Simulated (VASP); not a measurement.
# LiF (P6_3mc) in VASP: notebook

Aim: see how the results for LiF move with the level of theory and the settings. Levels: PBE, LDA, r2SCAN. Tasks: single point.

All numbers are computed with VASP 6.6.1; they aren't measurements. Logs are shortened: lines on timing, memory, paths and dates and some standing lists are left out, and cuts for length are marked.

## (1) The cell of the first run

It takes space group P6_3mc (No. 186, hexagonal). The conventional cell has a = 3.081 Å, b = 3.081 Å, c = 4.785 Å, α = 90.00°, β = 90.00°, γ = 120.00°. Within 2.5 Å of Li (site symmetry 3m) lie 4 F at 1.86 to 1.87 Å. F (site symmetry 3m) has 4 Li at 1.86 to 1.87 Å within 2.5 Å.

## (2) Single point, PBE

INCAR reads:

```
  ALGO = Normal
  EDIFF = 1E-6
  ENCUT = 520
  GGA = PE
  ISIF = 2
  ISMEAR = 0
  LASPH = True
  LCHARG = False
  LREAL = False
  LWAVE = False
  NBANDS = 18
  NELM = 60
  PREC = Accurate
  SIGMA = 0.01
```

KPOINTS reads:

```
k-points
0
Gamma
  6 6 4
```

POSCAR reads:

```
LiF
1.0
    3.0810126255      0.0000000000      0.0000000000
   -1.5405063128      2.6682352031      0.0000000000
    0.0000000000      0.0000000000      4.7853430406
Li F
2 2
Direct
    0.3333333333      0.6666666667     -0.0074305281
    0.6666666667      0.3333333333      0.4925694719
    0.3333333333      0.6666666667      0.3824305281
    0.6666666667      0.3333333333      0.8824305281
```

Potentials or basis: VASP PAW PBE potentials, release 64 (Li_sv, F).

Run with:

```bash
> cat potpaw_PBE.64/Li_sv/POTCAR potpaw_PBE.64/F/POTCAR > POTCAR
> mpirun -np 1 vasp_std > vasp.out
```

OUTCAR:

```text
EDIFF = 1E-6
   ENCUT = 520
   GGA = PE
   ISIF = 2
   ISMEAR = 0
   LASPH = True
   LREAL = False
   NELM = 60
   PREC = Accurate

 ion  position               nearest neighbor table
   1  0.333  0.667  0.993-   4 1.86   4 1.86   4 1.86   3 1.87
   2  0.667  0.333  0.493-   3 1.86   3 1.86   3 1.86   4 1.87
   3  0.333  0.667  0.382-   2 1.86   2 1.86   2 1.86   1 1.87
   4  0.667  0.333  0.882-   1 1.86   1 1.86   1 1.86   2 1.87

  LATTYP: Found a hexagonal cell.
 ALAT       =     3.0810126255
 C/A-ratio  =     1.5531721620

  Lattice vectors:

 A1 = (   3.0810126255,   0.0000000000,   0.0000000000)
 A2 = (  -1.5405063128,   2.6682352031,   0.0000000000)
 A3 = (   0.0000000000,   0.0000000000,   4.7853430406)

Analysis of symmetry for initial positions (statically):
=====================================================================
 Subroutine PRICEL returns:
 Original cell was already a primitive cell.

 Routine SETGRP: Setting up the symmetry group for a
 hexagonal supercell.

 Subroutine GETGRP returns: Found 12 space group operations
 (whereof  6 operations were pure point group operations)
 out of a pool of 24 trial point group operations.

The static configuration has the point symmetry C_3v.
 The point group associated with its full space group is C_6v.

Analysis of symmetry for dynamics (positions and initial velocities):
=====================================================================
 Subroutine PRICEL returns:
 Original cell was already a primitive cell.

 Routine SETGRP: Setting up the symmetry group for a
 hexagonal supercell.

 Subroutine GETGRP returns: Found 12 space group operations
 (whereof  6 operations were pure point group operations)
 out of a pool of 24 trial point group operations.

The dynamic configuration has the point symmetry C_3v.
 The point group associated with its full space group is C_6v.

 Subroutine INISYM returns: Found 12 space group operations
 (whereof  6 operations are pure point group operations),
 and found     1 'primitive' translations

----------------------------------------------------------------------------------------

                                     Primitive cell

  volume of cell :      39.3397

  direct lattice vectors                    reciprocal lattice vectors
     3.081012626  0.000000000  0.000000000     0.324568615  0.187389777  0.000000000
    -1.540506313  2.668235203  0.000000000     0.000000000  0.374779554  0.000000000
     0.000000000  0.000000000  4.785343041     0.000000000  0.000000000  0.208971435

  length of vectors
     3.081012626  3.081012626  4.785343041     0.374779554  0.374779554  0.208971435

  position of ions in fractional coordinates (direct lattice)
     0.333333333  0.666666667  0.992569472
     0.666666667  0.333333333  0.492569472
     0.333333333  0.666666667  0.382430528
     0.666666667  0.333333333  0.882430528

  ion indices of the primitive-cell ions
   primitive index   ion index
                 1           1
                 2           2
                 3           3
                 4           4

----------------------------------------------------------------------------------------

 KPOINTS: k-points

Automatic generation of k-mesh.
 Grid dimensions read from file:
 generate k-points for:    6    6    4

 Generating k-lattice:

  Cartesian coordinates                     Fractional coordinates (reciprocal lattice)
     0.054094769  0.031231630  0.000000000     0.166666667 -0.000000000  0.000000000
     0.000000000  0.062463259  0.000000000     0.000000000  0.166666667  0.000000000
     0.000000000  0.000000000  0.052242859     0.000000000  0.000000000  0.250000000

  Length of vectors
     0.062463259  0.062463259  0.052242859

  Shift w.r.t. Gamma in fractional coordinates (k-lattice)
     0.000000000  0.000000000  0.000000000

 Subroutine IBZKPT returns following result:
 ===========================================

 Found     21 irreducible k-points:

 Following reciprocal coordinates:
            Coordinates               Weight
  0.000000  0.000000  0.000000      1.000000
  0.166667  0.000000  0.000000      6.000000
  0.333333  0.000000  0.000000      6.000000
  0.500000  0.000000  0.000000      3.000000
  0.166667  0.166667  0.000000      6.000000
  0.333333  0.166667  0.000000     12.000000
[... 13 lines left out ...]
  0.333333  0.166667  0.500000     12.000000
  0.333333  0.333333  0.500000      2.000000
   k-points           NKPTS =     21   k-points in BZ     NKDIM =     21   number of bands    NBANDS=     18
   number of dos      NEDOS =    301   number of ions     NIONS =      4
   total plane-waves  NPLWV =  20736
   dimension x,y,z NGX =    24 NGY =   24 NGZ =   36
   dimension x,y,z NGXF=    48 NGYF=   48 NGZF=   72
   ions per type =               2   2
   NGX,Y,Z   is equivalent  to a cutoff of  12.95, 12.95, 12.51 a.u.
   NGXF,Y,Z  is equivalent  to a cutoff of  25.90, 25.90, 25.01 a.u.
 SYSTEM =  unknown system
   PREC   = accura    normal or accurate (medium, high low for compatibility)
   ISTART =      0    job   : 0-new  1-cont  2-samecut
   ICHARG =      2    charge: 1-file 2-atom 10-const
   ISPIN  =      1    spin polarized calculation?
   LNONCOLLINEAR =      F non collinear calculations
   LSORBIT =      F    spin-orbit coupling
   LASPH  =      T    aspherical Exc in radial PAW
   ENCUT  =  520.0 eV  38.22 Ry    6.18 a.u.   5.73  5.73  8.90*2*pi/ulx,y,z
   NELM   =     60;   NELMIN=  2; NELMDL= -5     # of ELM steps
   EDIFF  = 0.1E-05   stopping-criterion for ELM
   LREAL  =      F    real-space projection
   EDIFFG = 0.1E-04   stopping-criterion for IOM
   NSW    =      0    number of steps for IOM
   IBRION =     -1    ionic relax: 0-MD 1-quasi-New 2-CG
   NFREE  =      0    steps in history (QN), initial steepest desc. (CG)
   ISIF   =      2    stress and relaxation
   ISYM   =      2    0-nonsym 1-usesym 2-fastsym
   POTIM  = 0.5000    time-step for ionic-motion
   TEBEG  =    0.0;   TEEND  =   0.0 temperature during run
   PSTRESS=    0.0 pullay stress
   NELECT =      20.0000    total number of electrons
   NUPDOWN=      -1.0000    fix difference up-down
   EMIN   =  10.00;   EMAX   =-10.00  energy-range for DOS
   EFERMI =   0.00;   METHOD = LEGACY
   ISMEAR =     0;   SIGMA  =   0.01  broadening in eV -4-tet -1-fermi 0-gaus
   EFERMI_NEDOS =   21; number of points for ismear=-14 and -15
   IALGO  =     38    algorithm
   IMIX   =      4    mixing-type and parameters
     AMIX     =   0.40;   BMIX     =  1.00
     AMIX_MAG =   1.60;   BMIX_MAG =  1.00
  volume/ion in A,a.u.               =       9.83        66.37
  Fermi-wavevector in a.u.,A,eV,Ry     =   1.306596  2.469108 23.227767  1.707193
  Thomas-Fermi vector in A             =   2.437387
   LORBIT       =      0    0 simple, 1 ext, 2 COOP (PROOUT), +10 PAW based schemes
   GGA     = PE    functional components
   LHFCALC =     F    Hartree Fock is set to
   AEXX    =    0.0000 exact exchange contribution
   IVDW    =     0    specifies the selected vdW correction
   LEPSILON=     F    determine dielectric tensor
   LRPA    =     F    only Hartree local field effects (RPA)
 non-spin polarized calculation
 Gauss-broadening in eV      SIGMA  =   0.01
  energy-cutoff  :      520.00
  volume of cell :       39.34
 maximum number of plane-waves:      1085
 NGX is ok and might be reduce to    24
   NGX = 11   NGY = 11   NGZ = 17

 number of electron      20.0000014 magnetization

 Free energy of the ion-electron system (eV)
  ---------------------------------------------------
  ext. energy  EPLUGINS =         0.00000000
  ---------------------------------------------------
  free energy    TOTEN  =       -19.27831143 eV

  energy without entropy =      -19.27831143  energy(sigma->0) =      -19.27831143

 E-fermi :  -2.2033     XC(G=0):  -8.8753

 val. band max:       -2.4014746197   @ k =   0.0000   0.0000   0.0000
 cond. band min:       5.4371924656   @ k =   0.0000   0.0000   0.0000
 fundamental gap:      7.8386670853
 Fermi energy:        -2.2033149696

 k-point     1 :       0.0000    0.0000    0.0000
  band No.  band energies     occupation
      1     -42.8398      2.00000
      2     -42.7964      2.00000
      3     -21.8812      2.00000
      4     -21.6300      2.00000
      5      -4.6198      2.00000
      6      -2.9174      2.00000
[... 10 lines left out ...]
     17      17.2437      0.00000
     18      18.1957      0.00000

 k-point     2 :       0.1667    0.0000    0.0000
  band No.  band energies     occupation
      1     -42.8315      2.00000
      2     -42.7931      2.00000
      3     -21.8461      2.00000
      4     -21.6238      2.00000
      5      -4.4799      2.00000
      6      -3.2097      2.00000
[... 10 lines left out ...]
     17      17.5349      0.00000
     18      17.7311      0.00000

 k-point     3 :       0.3333    0.0000    0.0000
  band No.  band energies     occupation
      1     -42.8134      2.00000
      2     -42.7884      2.00000
      3     -21.7645      2.00000
      4     -21.6216      2.00000
      5      -4.2908      2.00000
      6      -3.7126      2.00000
[... 10 lines left out ...]
     17      17.2079      0.00000
     18      18.1435      0.00000

 k-point     4 :       0.5000    0.0000    0.0000
  band No.  band energies     occupation
      1     -42.8023      2.00000
      2     -42.7881      2.00000
      3     -21.7080      2.00000
      4     -21.6352      2.00000
      5      -4.4582      2.00000
      6      -3.6685      2.00000
[... 10 lines left out ...]
     17      16.8109      0.00000
     18      18.6007      0.00000

 k-point     5 :       0.1667    0.1667    0.0000
  band No.  band energies     occupation
      1     -42.8182      2.00000
      2     -42.7893      2.00000
      3     -21.7872      2.00000
      4     -21.6199      2.00000
      5      -4.2474      2.00000
      6      -3.7649      2.00000
[... 10 lines left out ...]
     17      17.9251      0.00000
     18      18.5017      0.00000

 k-point     6 :       0.3333    0.1667    0.0000
  band No.  band energies     occupation
      1     -42.8023      2.00000
      2     -42.7880      2.00000
      3     -21.7109      2.00000
      4     -21.6312      2.00000
      5      -4.3745      2.00000
      6      -3.8543      2.00000
[... 10 lines left out ...]
     17      16.8643      0.00000
     18      18.7459      0.00000

 k-point     7 :       0.3333    0.3333    0.0000
  band No.  band energies     occupation
      1     -42.7923      2.00000
      2     -42.7923      2.00000
      3     -21.6596      2.00000
      4     -21.6596      2.00000
      5      -4.5091      2.00000
      6      -3.5963      2.00000
[... 10 lines left out ...]
     17      15.7014      0.00000
     18      18.8570      0.00000

 k-point     8 :       0.0000    0.0000    0.2500
  band No.  band energies     occupation
      1     -42.8334      2.00000
      2     -42.8025      2.00000
      3     -21.8468      2.00000
      4     -21.6690      2.00000
      5      -4.3214      2.00000
      6      -2.8690      2.00000
[... 10 lines left out ...]
     17      16.9256      0.00000
     18      16.9612      0.00000
[... 166 lines left out ...]
     17      16.9749      0.00000
     18      16.9749      0.00000

 k-point    17 :       0.3333    0.0000    0.5000
  band No.  band energies     occupation
      1     -42.8009      2.00000
      2     -42.8009      2.00000
      3     -21.6971      2.00000
      4     -21.6971      2.00000
      5      -4.0066      2.00000
      6      -4.0066      2.00000
[... 10 lines left out ...]
     17      17.3163      0.00000
     18      17.3163      0.00000

 k-point    18 :       0.5000    0.0000    0.5000
  band No.  band energies     occupation
      1     -42.7951      2.00000
      2     -42.7951      2.00000
      3     -21.6748      2.00000
      4     -21.6748      2.00000
      5      -4.2240      2.00000
      6      -4.2240      2.00000
[... 10 lines left out ...]
     17      17.4367      0.00000
     18      17.4367      0.00000

 k-point    19 :       0.1667    0.1667    0.5000
  band No.  band energies     occupation
      1     -42.8037      2.00000
      2     -42.8037      2.00000
      3     -21.7079      2.00000
      4     -21.7079      2.00000
      5      -3.8596      2.00000
      6      -3.8596      2.00000
[... 10 lines left out ...]
     17      17.5084      0.00000
     18      17.5084      0.00000

 k-point    20 :       0.3333    0.1667    0.5000
  band No.  band energies     occupation
      1     -42.7951      2.00000
      2     -42.7951      2.00000
      3     -21.6744      2.00000
      4     -21.6744      2.00000
      5      -4.1017      2.00000
      6      -4.1017      2.00000
[... 10 lines left out ...]
     17      17.9792      0.00000
     18      17.9792      0.00000

 k-point    21 :       0.3333    0.3333    0.5000
  band No.  band energies     occupation
      1     -42.7922      2.00000
      2     -42.7922      2.00000
      3     -21.6630      2.00000
      4     -21.6630      2.00000
      5      -3.9997      2.00000
      6      -3.9997      2.00000
[... 10 lines left out ...]
     17      18.8631      0.00000
     18      18.8631      0.00000

------------------------ aborting loop because EDIFF is reached ----------------------------------------

  FORCE on cell =-STRESS in cart. coord.  units (eV):
  Direction    XX          YY          ZZ          XY          YZ          ZX
  --------------------------------------------------------------------------------------
  -------------------------------------------------------------------------------------
  Total        0.6922651      0.6922651      0.7077960     -0.0000000      0.0000000      0.0000000
  in kB       28.1937195     28.1937195     28.8262410     -0.0000000      0.0000000      0.0000000
  external PRESSURE =      28.4045600 kB  Pullay stress =       0.0000000 kB

 VOLUME and BASIS-vectors are now :
 -----------------------------------------------------------------------------
  energy-cutoff  :      520.00
  volume of cell :       39.34
      direct lattice vectors                 reciprocal lattice vectors
     3.081012626  0.000000000  0.000000000     0.324568615  0.187389777  0.000000000
    -1.540506313  2.668235203  0.000000000     0.000000000  0.374779554  0.000000000
     0.000000000  0.000000000  4.785343041     0.000000000  0.000000000  0.208971435

 POSITION                                       TOTAL-FORCE (eV/Angst)
 -----------------------------------------------------------------------------------
     -0.00000      1.77882      4.74979        -0.000000      0.000000     -0.003003
      1.54051      0.88941      2.35711         0.000000     -0.000000     -0.003003
     -0.00000      1.77882      1.83006        -0.000000      0.000000      0.003003
      1.54051      0.88941      4.22273         0.000000      0.000000      0.003003
 -----------------------------------------------------------------------------------
    total drift:                               -0.000001     -0.000001      0.005099

  FREE ENERGIE OF THE ION-ELECTRON SYSTEM (eV)
  ---------------------------------------------------
  free  energy   TOTEN  =       -19.2783114266 eV

  energy  without entropy=      -19.2783114266  energy(sigma->0) =      -19.27831143
```

Wall time 20 s (1 thread of Intel Xeon 8259CL, shared host); peak memory 0.15 GiB.

What came out:

```yaml
Free_energy: -19.2783 eV
Largest_force: 0.003 eV/Å
Band_gap_on_the_k_mesh: 7.84 eV
```

Forces on the atoms (eV/Å):
```
Li   0.000  0.000 -0.003
Li   0.000  0.000 -0.003
F    0.000  0.000  0.003
F    0.000  0.000  0.003
```

Caveat: the cutoff is under 1.25 times the usual one of these potentials, so pressure, stress and relaxed cells hold a basis-set (Pulay) error. A k mesh can miss the band edges.

(Continued in part 2 of 3.)
